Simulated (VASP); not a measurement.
Set up this calculation in VASP 6.6.1, as the native input.

```
Task                   : single point
Functional             : PBE
Potentials or basis    : VASP PAW PBE potentials, release 64 (Al, N)
Cutoff                 : 520 eV
k mesh                 : 10 × 10 × 10
Occupations            : fermi-dirac, width 0.02 eV
Spin                   : no spin polarisation
Dipole correction      : no
Further INCAR settings : ALGO = Normal; EDIFF = 1e-06; NBANDS = 11
```

The structure of AlN lies in POSCAR:

```
AlN
1.0
   -0.0305421262      2.0287036950      2.0287036950
    2.0287036950     -0.0305421262      2.0287036950
    2.0287036950      2.0287036950     -0.0305421262
Al N
1 1
Direct
    0.0000000000      0.0000000000      0.0000000000
    0.5000000000      0.5000000000      0.5000000000
```

This cell differs from its parent crystal: epitaxial 111 strain +2.0%.

These files were run (other wordings do the same):

INCAR

```
ALGO = Normal ; EDIFF = 1E-6
ENCUT = 520 ; GGA = PE
ISIF = 2 ; ISMEAR = -1
LASPH = True ; LCHARG = False
LREAL = False ; LWAVE = False
NBANDS = 11 ; NELM = 80
PREC = Accurate ; SIGMA = 0.02
```

KPOINTS

```
k-points
0
Gamma
  10 10 10
```

Potentials or basis: VASP PAW PBE potentials, release 64 (Al, N).

The run is started by

```sh
$ cat potpaw_PBE.64/Al/POTCAR potpaw_PBE.64/N/POTCAR > POTCAR
$ mpirun -np 1 vasp_std > vasp.out
```

Results of the run:

| Property | Result |
| --- | --- |
| Pressure | -3.3 GPa |
| Band gap on the k mesh | 4.04 eV, indirect (least direct gap 4.99 eV) |

Caveat: the cell differs from its parent crystal (epitaxial 111 strain +2.0%).

Run time: 14 s on 1 thread of Intel Xeon 8259CL, with other jobs on the host, peak memory 0.15 GiB.
